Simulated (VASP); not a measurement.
Input of a VASP 6.6.1 run:

Contents of INCAR:

```
PREC     = Accurate       # precision mode
ENCUT    = 500            # plane-wave cutoff, eV
EDIFF    = 1E-6           # SCF threshold, eV
ISMEAR   = 0              # smearing method
SIGMA    = 0.01           # smearing width, eV
LREAL    = False          # projectors in reciprocal space
LASPH    = True           # aspherical terms in the spheres
NELM     = 200            # most SCF steps
ALGO     = Normal         # electronic algorithm
ISIF     = 2              # what is computed and relaxed
LWAVE    = False          # write WAVECAR
LCHARG   = False          # write CHGCAR
MAGMOM   = 0 0 0 0 0 0    # initial moments
LORBIT   = 11             # projections on sites
LSORBIT  = True           # spin-orbit coupling
GGA_COMPAT= False        
LORBMOM  = True         
NBANDS   = 32             # bands
```

File KPOINTS:

```
Automatic mesh
0
Gamma
  6 6 6
```

File POSCAR:

```
TlCl
1.0
    3.6938912584      0.0000000000      0.0000000000
    0.0000000000      3.6938912584      0.0000000000
    0.0000000000      0.0000000000      3.6938912584
Tl Cl
1 1
Direct
    0.0000000000      0.0000000000      0.0000000000
    0.5000000000      0.5000000000      0.5000000000
```

Potentials or basis: VASP PAW LDA potentials, release 64 (Tl_d, Cl).

Run with:

```sh
$ cat potpaw_LDA.64/Tl_d/POTCAR potpaw_LDA.64/Cl/POTCAR > POTCAR
$ mpirun -np 1 vasp_ncl > vasp.out
```

Question: Estimate the net moment.

Answer: 0.00 μB per cell.

Question: Estimate the pressure.

Answer: -0.2 GPa.

Moments on the atoms (μB; x, y, z):
```
Tl  0.00 0.00 0.00
Cl  0.00 0.00 0.00
```
